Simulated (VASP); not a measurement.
# SnTe (I4mm) in VASP: further runs

SnTe is run at these levels: PBE; tasks: single point.

All numbers are computed with VASP 6.6.1; they aren't measurements. Logs are shortened: lines on timing, memory, paths and dates and some standing lists are left out, and cuts for length are marked.

## (1) The cell of the first run

The structure is tetragonal, space group I4mm (No. 107). Conventional cell: a = 4.458 Å, b = 4.458 Å, c = 6.305 Å, α = 90.00°, β = 90.00°, γ = 90.00°. Sn (site symmetry 4mm) has 6 Te at 3.01 to 3.29 Å within 4.0 Å. Within 4.0 Å of Te (site symmetry 4mm) lie 6 Sn at 3.01 to 3.29 Å.

## (2) Single point, PBE (atoms displaced along a vibrational mode, the cell strained)

The input, INCAR:

```
SYSTEM = SnTe
PREC = Accurate
ENCUT = 520
EDIFF = 1E-6
ISMEAR = 0
SIGMA = 0.03
LREAL = .False.
LASPH = .True.
NELM = 80
ALGO = Normal
ISIF = 2
LWAVE = .False.
LCHARG = .True.
GGA = PE
LELF = .True.
LVHAR = .True.
NBANDS = 17
```

The input, KPOINTS:

```
regular mesh
0
Gamma
  10 10 10
  0 0 0
```

The input, POSCAR:

```
SnTe
1.0
    0.0000000000      3.1526270851      3.1526270851
    3.1526270851      0.0000000000      3.1526270851
    3.1526270851      3.1526270851      0.0000000000
Sn Te
1 1
Direct
    0.0114778688     -0.0114778688     -0.0114778688
    0.4893218041      0.5106781959      0.5106781959
```

Potentials or basis: VASP PAW PBE potentials, release 64 (Sn_d, Te).

Run with:

```console
$ cat potpaw_PBE.64/Sn_d/POTCAR potpaw_PBE.64/Te/POTCAR > POTCAR
$ mpirun -np 1 vasp_std > vasp.out
```

OUTCAR:

```text
SYSTEM = SnTe
   PREC = Accurate
   ENCUT = 520
   EDIFF = 1E-6
   ISMEAR = 0
   LREAL = .False.
   LASPH = .True.
   NELM = 80
   ISIF = 2
   GGA = PE

 ion  position               nearest neighbor table
   1  0.011  0.989  0.989-   2 3.01   2 3.16   2 3.16   2 3.16   2 3.16   2 3.29
   2  0.489  0.511  0.511-   1 3.01   1 3.16   1 3.16   1 3.16   1 3.16   1 3.29

  LATTYP: Found a face centered cubic cell.
 ALAT       =     6.3052541702

  Lattice vectors:

 A1 = (   0.0000000000,   3.1526270851,   3.1526270851)
 A2 = (   3.1526270851,   0.0000000000,   3.1526270851)
 A3 = (   3.1526270851,   3.1526270851,   0.0000000000)

Analysis of symmetry for initial positions (statically):
=====================================================================
 Subroutine PRICEL returns:
 Original cell was already a primitive cell.

 Routine SETGRP: Setting up the symmetry group for a
 face centered cubic supercell.

 Subroutine GETGRP returns: Found  8 space group operations
 (whereof  8 operations were pure point group operations)
 out of a pool of 48 trial point group operations.

The static configuration has the point symmetry C_4v.

Analysis of symmetry for dynamics (positions and initial velocities):
=====================================================================
 Subroutine PRICEL returns:
 Original cell was already a primitive cell.

 Routine SETGRP: Setting up the symmetry group for a
 face centered cubic supercell.

 Subroutine GETGRP returns: Found  8 space group operations
 (whereof  8 operations were pure point group operations)
 out of a pool of 48 trial point group operations.

The dynamic configuration has the point symmetry C_4v.

 Subroutine INISYM returns: Found  8 space group operations
 (whereof  8 operations are pure point group operations),
 and found     1 'primitive' translations

----------------------------------------------------------------------------------------

                                     Primitive cell

  volume of cell :      62.6683

  direct lattice vectors                    reciprocal lattice vectors
     0.000000000  3.152627085  3.152627085    -0.158597889  0.158597889  0.158597889
     3.152627085  0.000000000  3.152627085     0.158597889 -0.158597889  0.158597889
     3.152627085  3.152627085  0.000000000     0.158597889  0.158597889 -0.158597889

  length of vectors
     4.458487981  4.458487981  4.458487981     0.274699601  0.274699601  0.274699601

  position of ions in fractional coordinates (direct lattice)
     0.011477869  0.988522131  0.988522131
     0.489321804  0.510678196  0.510678196

  ion indices of the primitive-cell ions
   primitive index   ion index
                 1           1
                 2           2

----------------------------------------------------------------------------------------

 KPOINTS: regular mesh

Automatic generation of k-mesh.
 Grid dimensions read from file:
 generate k-points for:   10   10   10

 Generating k-lattice:

  Cartesian coordinates                     Fractional coordinates (reciprocal lattice)
    -0.015859789  0.015859789  0.015859789     0.100000000  0.000000000  0.000000000
     0.015859789 -0.015859789  0.015859789     0.000000000  0.100000000  0.000000000
     0.015859789  0.015859789 -0.015859789     0.000000000  0.000000000  0.100000000

  Length of vectors
     0.027469960  0.027469960  0.027469960

  Shift w.r.t. Gamma in fractional coordinates (k-lattice)
     0.000000000  0.000000000  0.000000000

 Subroutine IBZKPT returns following result:
 ===========================================

 Found    102 irreducible k-points:

 Following reciprocal coordinates:
            Coordinates               Weight
  0.000000  0.000000  0.000000      1.000000
  0.100000  0.000000  0.000000      8.000000
  0.200000  0.000000  0.000000      8.000000
  0.300000  0.000000  0.000000      8.000000
  0.400000  0.000000  0.000000      8.000000
  0.500000  0.000000  0.000000      4.000000
[... 16 lines left out ...]
 -0.100000  0.100000  0.000000      8.000000
  0.000000 -0.100000  0.100000      4.000000
 [... further k-points ...]
   k-points           NKPTS =    102   k-points in BZ     NKDIM =    102   number of bands    NBANDS=     17
   number of dos      NEDOS =    301   number of ions     NIONS =      2
   total plane-waves  NPLWV =  46656
   dimension x,y,z NGX =    36 NGY =   36 NGZ =   36
   dimension x,y,z NGXF=    72 NGYF=   72 NGZF=   72
   ions per type =               1   1
   NGX,Y,Z   is equivalent  to a cutoff of  13.42, 13.42, 13.42 a.u.
   NGXF,Y,Z  is equivalent  to a cutoff of  26.85, 26.85, 26.85 a.u.
 SYSTEM =  SnTe
   PREC   = accura    normal or accurate (medium, high low for compatibility)
   ISTART =      0    job   : 0-new  1-cont  2-samecut
   ICHARG =      2    charge: 1-file 2-atom 10-const
   ISPIN  =      1    spin polarized calculation?
   LNONCOLLINEAR =      F non collinear calculations
   LSORBIT =      F    spin-orbit coupling
   LASPH  =      T    aspherical Exc in radial PAW
   ENCUT  =  520.0 eV  38.22 Ry    6.18 a.u.   8.29  8.29  8.29*2*pi/ulx,y,z
   NELM   =     80;   NELMIN=  2; NELMDL= -5     # of ELM steps
   EDIFF  = 0.1E-05   stopping-criterion for ELM
   LREAL  =      F    real-space projection
   EDIFFG = 0.1E-04   stopping-criterion for IOM
   NSW    =      0    number of steps for IOM
   IBRION =     -1    ionic relax: 0-MD 1-quasi-New 2-CG
   NFREE  =      0    steps in history (QN), initial steepest desc. (CG)
   ISIF   =      2    stress and relaxation
   ISYM   =      2    0-nonsym 1-usesym 2-fastsym
   POTIM  = 0.5000    time-step for ionic-motion
   TEBEG  =    0.0;   TEEND  =   0.0 temperature during run
   PSTRESS=    0.0 pullay stress
   NELECT =      20.0000    total number of electrons
   NUPDOWN=      -1.0000    fix difference up-down
   EMIN   =  10.00;   EMAX   =-10.00  energy-range for DOS
   EFERMI =   0.00;   METHOD = LEGACY
   ISMEAR =     0;   SIGMA  =   0.03  broadening in eV -4-tet -1-fermi 0-gaus
   EFERMI_NEDOS =   21; number of points for ismear=-14 and -15
   IALGO  =     38    algorithm
   IMIX   =      4    mixing-type and parameters
     AMIX     =   0.40;   BMIX     =  1.00
     AMIX_MAG =   1.60;   BMIX_MAG =  1.00
  volume/ion in A,a.u.               =      31.33       211.45
  Fermi-wavevector in a.u.,A,eV,Ry     =   1.118756  2.114143 17.029270  1.251616
  Thomas-Fermi vector in A             =   2.255390
   LORBIT       =      0    0 simple, 1 ext, 2 COOP (PROOUT), +10 PAW based schemes
   GGA     = PE    functional components
   LHFCALC =     F    Hartree Fock is set to
   AEXX    =    0.0000 exact exchange contribution
   IVDW    =     0    specifies the selected vdW correction
   LEPSILON=     F    determine dielectric tensor
   LRPA    =     F    only Hartree local field effects (RPA)
 non-spin polarized calculation
 Gauss-broadening in eV      SIGMA  =   0.03
  energy-cutoff  :      520.00
  volume of cell :       62.67
 maximum number of plane-waves:      1705
 NGX is ok and might be reduce to    36
   NGX = 17   NGY = 17   NGZ = 17

 number of electron      19.9999999 magnetization

 Free energy of the ion-electron system (eV)
  ---------------------------------------------------
  ext. energy  EPLUGINS =         0.00000000
  ---------------------------------------------------
  free energy    TOTEN  =        -7.53979762 eV

  energy without entropy =       -7.53979762  energy(sigma->0) =       -7.53979762

 E-fermi :   6.9976     XC(G=0):  -9.4820

 val. band max:        6.8104919090   @ k =   0.5000   0.0000   0.0000
 cond. band min:       7.1812223854   @ k =   0.5000   0.0000   0.0000
 fundamental gap:      0.3707304764
 Fermi energy:         6.9976475855

 k-point     1 :       0.0000    0.0000    0.0000
  band No.  band energies     occupation
      1     -14.9467      2.00000
      2     -14.9439      2.00000
      3     -14.9412      2.00000
      4     -14.9374      2.00000
      5     -14.9374      2.00000
      6      -5.8756      2.00000
[... 9 lines left out ...]
     16      11.8224      0.00000
     17      13.7551      0.00000

 k-point     2 :       0.1000    0.0000    0.0000
  band No.  band energies     occupation
      1     -14.9471      2.00000
      2     -14.9443      2.00000
      3     -14.9408      2.00000
      4     -14.9371      2.00000
      5     -14.9369      2.00000
      6      -5.7914      2.00000
[... 9 lines left out ...]
     16      11.9611      0.00000
     17      14.4260      0.00000

 k-point     3 :       0.2000    0.0000    0.0000
  band No.  band energies     occupation
      1     -14.9482      2.00000
      2     -14.9457      2.00000
      3     -14.9397      2.00000
      4     -14.9361      2.00000
      5     -14.9353      2.00000
      6      -5.5481      2.00000
[... 9 lines left out ...]
     16      12.4905      0.00000
     17      15.8793      0.00000

 k-point     4 :       0.3000    0.0000    0.0000
  band No.  band energies     occupation
      1     -14.9498      2.00000
      2     -14.9475      2.00000
      3     -14.9386      2.00000
      4     -14.9344      2.00000
      5     -14.9331      2.00000
      6      -5.1825      2.00000
[... 9 lines left out ...]
     16      13.3910      0.00000
     17      17.6517      0.00000
[... 343 lines left out ...]
      1     -14.9497      2.00000
      2     -14.9460      2.00000
      3     -14.9376      2.00000
      4     -14.9361      2.00000
      5     -14.9348      2.00000
      6      -5.3697      2.00000
[... 9 lines left out ...]
     16      13.8165      0.00000
     17      15.1958      0.00000

 k-point    23 :      -0.1000    0.1000    0.0000
  band No.  band energies     occupation
      1     -14.9475      2.00000
      2     -14.9452      2.00000
      3     -14.9407      2.00000
      4     -14.9367      2.00000
      5     -14.9355      2.00000
      6      -5.6539      2.00000
[... 9 lines left out ...]
     16      12.7343      0.00000
     17      14.3041      0.00000

 k-point    24 :       0.0000   -0.1000    0.1000
  band No.  band energies     occupation
      1     -14.9483      2.00000
      2     -14.9446      2.00000
      3     -14.9391      2.00000
      4     -14.9372      2.00000
      5     -14.9363      2.00000
      6      -5.6546      2.00000
[... 9 lines left out ...]
     16      12.7539      0.00000
     17      14.3212      0.00000

 [... further k-points ...]

------------------------ aborting loop because EDIFF is reached ----------------------------------------

  FORCE on cell =-STRESS in cart. coord.  units (eV):
  Direction    XX          YY          ZZ          XY          YZ          ZX
  --------------------------------------------------------------------------------------
  -------------------------------------------------------------------------------------
  Total        1.1064796      0.8706445      0.8706445      0.0000000      0.0000000     -0.0000000
  in kB       28.2882581     22.2588976     22.2588976      0.0000000      0.0000000     -0.0000000
  external PRESSURE =      24.2686844 kB  Pullay stress =       0.0000000 kB

 VOLUME and BASIS-vectors are now :
 -----------------------------------------------------------------------------
  energy-cutoff  :      520.00
  volume of cell :       62.67
      direct lattice vectors                 reciprocal lattice vectors
     0.000000000  3.152627085  3.152627085    -0.158597889  0.158597889  0.158597889
     3.152627085  0.000000000  3.152627085     0.158597889 -0.158597889  0.158597889
     3.152627085  3.152627085  0.000000000     0.158597889  0.158597889 -0.158597889

 POSITION                                       TOTAL-FORCE (eV/Angst)
 -----------------------------------------------------------------------------------
      6.23288      3.15263      3.15263         0.093856      0.000000      0.000000
      3.21996      3.15263      3.15263        -0.093856      0.000000      0.000000
 -----------------------------------------------------------------------------------
    total drift:                               -0.000148      0.000000      0.000000

  FREE ENERGIE OF THE ION-ELECTRON SYSTEM (eV)
  ---------------------------------------------------
  free  energy   TOTEN  =        -7.5397976179 eV

  energy  without entropy=       -7.5397976179  energy(sigma->0) =       -7.53979762
```

It took 61 s on 1 thread of AMD EPYC 9R45 (Zen 5), shared host; peak memory 0.25 GiB.

Results:

* Free energy: -7.5398 eV
* Pressure: 2.4 GPa
* Largest force: 0.094 eV/Å
* Band gap on the k mesh: 0.37 eV

Forces in eV/Å, atoms in the order of the input:
```
Sn   0.094  0.000  0.000
Te  -0.094  0.000  0.000
```

Stress tensor (GPa, compression positive):
```
2.83 0.00 0.00
0.00 2.23 0.00
0.00 0.00 2.23
```

Caveat: the cell differs from its parent crystal (atoms displaced along a vibrational mode, the cell strained); semilocal functionals underestimate gaps, and a narrow one can read as zero; spin-orbit coupling is left out, which moves the levels of the heavy elements.

[end of part 1 of 2]
